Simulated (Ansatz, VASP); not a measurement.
## One calculation of WSe2, two programs

```
CELL_PARAMETERS angstrom
3.31436 0.00000 0.00000
-1.65718 2.87032 0.00000
0.00000 0.00000 16.15892
ATOMIC_POSITIONS crystal
W 0.00000 0.00000 0.00000
Se 0.33333 0.66667 0.09970
Se 0.33333 0.66667 0.90030
```

Change from the starting cell: strain +0.000 along x and y, -0.030 along z, atoms carried along.

Alike in both runs: task single point; functional r2SCAN; k mesh 12 × 12 × 2; occupations gaussian, width 0.05 eV; no spin polarisation.

```csv
,VASP,Ansatz
version,VASP 6.6.1,Ansatz 0.2.0
potentials or method,"VASP PAW PBE potentials, release 64 (W_sv, Se), cutoff 520 eV","scalar-relativistic, plane waves, PAW"
valence electrons in the cell,26,46
```

```csv
,VASP,Ansatz,Ansatz less VASP
gap on the k mesh at the Fermi level (eV),1.53,1.54,+0.003
least direct gap on the mesh (eV),1.53,1.54,+0.003
rms of the force components (eV/Å),0.483,0.458,-0.0250
```

VASP's potentials were made for PBE, not for r2SCAN. Atom by atom the forces differ by 0.025 eV/Å (rms over components). The functional is the same, so the differences come from potentials, cutoffs and numerics. VASP's potentials hold 26 valence electrons a cell and Ansatz's 46, so a difference there can come from the potentials and not from the codes.

Spin-orbit coupling is off throughout.
